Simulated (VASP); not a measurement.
Rh:

```
Rh
1.0
     0.00000    1.86172    1.86172
     1.86172    0.00000    1.86172
     1.86172    1.86172    0.00000
Rh
1
Direct
  0.00000 0.00000 0.00000
```

Base run:

| Item | Value |
| --- | --- |
| Program | VASP 6.6.1 |
| Functional | r2SCAN |
| Potentials or basis | VASP PAW PBE potentials, release 64 (Rh_pv) |
| Cutoff | 520 eV |
| k mesh | 12 × 12 × 12 |
| Occupations | fermi-dirac, width 0.05 eV |
| Spin | no spin polarisation |

Its results: pressure 21.6 GPa.

Problem. The run is repeated on the same cell with these changes: potentials or basis from VASP PAW PBE potentials, release 64 (Rh_pv) to VASP PAW PBE potentials, release 64 (Rh_sv_GW); cutoff from 520 eV to 580 eV; valence electrons from 15 to 17. What comes out?

Solution. Pressure 18.3 GPa.

Caveats: the PAW data sets were made with another functional, which shifts forces and pressure a little.
